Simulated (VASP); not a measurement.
Write the native input for VASP 6.6.1 that does the following.

| Item | Value |
| --- | --- |
| Task | single point |
| Functional | PBE |
| Potentials or basis | VASP PAW PBE potentials, release 64 (Ti_sv, Co) |
| Cutoff | 520 eV |
| k mesh | 16 × 16 × 16 |
| Occupations | gaussian, width 0.15 eV |
| Spin | collinear spin, ferromagnetic start |
| Starting moments | [0.0, 0.6] μB |
| Dipole correction | no |
| Further INCAR settings | ALGO = Normal; EDIFF = 1e-06; NBANDS = 22 |

The structure of TiCo lies in POSCAR:

```
TiCo
1.0
    2.9861109900      0.0000000000      0.0000000000
    0.0000000000      2.9861109900      0.0000000000
    0.0000000000      0.0000000000      2.9861109900
Ti Co
1 1
Direct
    0.0000000000      0.0000000000      0.0125581400
    0.5000000000      0.5000000000      0.5000000000
```

This cell differs from its parent crystal: all Ti atoms moved +0.037 Å, as atom 1 along Cartesian [0 0 1].

The input as run:

INCAR

```
SYSTEM = TiCo
  PREC = Accurate
  ENCUT = 520
  EDIFF = 1E-6
  ISMEAR = 0
  SIGMA = 0.15
  LREAL = .False.
  LASPH = .True.
  NELM = 150
  ALGO = Normal
  ISIF = 2
  LWAVE = .False.
  LCHARG = .False.
  ISPIN = 2
  MAGMOM = 0 0.6
  LORBIT = 11
  LMAXMIX = 4
  GGA = PE
  NBANDS = 22
```

KPOINTS

```
regular mesh
0
Gamma
  16 16 16
  0 0 0
```

Potentials or basis: VASP PAW PBE potentials, release 64 (Ti_sv, Co).

The run is started by

```sh
$ cat potpaw_PBE.64/Ti_sv/POTCAR potpaw_PBE.64/Co/POTCAR > POTCAR
$ mpirun -np 1 vasp_std > vasp.out
```

Results of the run:

```json
{"Pressure": "-0.5 GPa", "Largest force": "0.185 eV/Å", "Net moment": "0.86 μB per cell", "Site moments": "Ti -0.03; Co +0.94 μB", "Valence electrons inside the program's atomic spheres": "Ti 10.29; Co 8.29"}
```

Caveat: the cell differs from its parent crystal (all Ti atoms moved +0.037 Å, as atom 1 along Cartesian [0 0 1]).

Wall time 3.8 min on 1 thread of Intel(R) Xeon(R) Platinum 8488C (Sapphire Rapids) (shared host), peak memory 0.44 GiB.
